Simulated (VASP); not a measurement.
Runs of VASP 6.6.1 on MgS. The structure is that of space group Fm-3m (No. 225), or close to it. The cells are those of the table. 

```csv
level,spin,cell,gap on the mesh (eV),pressure (GPa)
BLYP+D3(BJ),off,"a = 3.679 Å, angles 60.0°, 2 atoms",2.83,-3.8
PBE+D3(BJ),off,"a = 3.693 Å, angles 60.0°, 2 atoms",2.75,-3.2
revPBE,off,"a = 3.679 Å, angles 60.0°, 2 atoms",(a),2.5
BLYP+D3(BJ),off,"a = 3.671 Å, angles 60.0°, 2 atoms",2.85,(b)
revPBE,off,"a = 3.703 Å, angles 60.0°, 2 atoms",2.85,1.0
revPBE,off,"a = 3.702 Å, angles 60.0°, 2 atoms",2.85,1.1
revPBE,off,"a = 3.676 Å, angles 60.0°, 2 atoms",2.90,2.7
PBE,"non-collinear, zero start, SOC","a = 3.679 Å, angles 60.0°, 2 atoms",-,0.9
revPBE,off,"a = 3.727 Å, angles 60.0°, 2 atoms",2.81,-0.3
revPBE,off,"a = 3.776 Å, angles 60.0°, 2 atoms",2.72,-2.9
revPBE,off,"a = 3.751 Å, angles 60.0°, 2 atoms",2.77,-1.7
PBE+D3(BJ),off,"a = 3.669 Å, angles 60.0°, 2 atoms",2.79,-1.8
```

Alike in all rows: task single point; potentials or basis VASP PAW PBE potentials, release 64 (Mg, S); k mesh 8 × 8 × 8; cutoff (eV) 600; smearing gaussian 0.05 eV.

Fill in the values left out.

(a) 2.89; (b) -3.3.

Caveats: the PAW data sets were made with another functional, which shifts forces and pressure a little (at least some runs); the cell stands under tension (at least some runs).

A k mesh can miss the band edges.
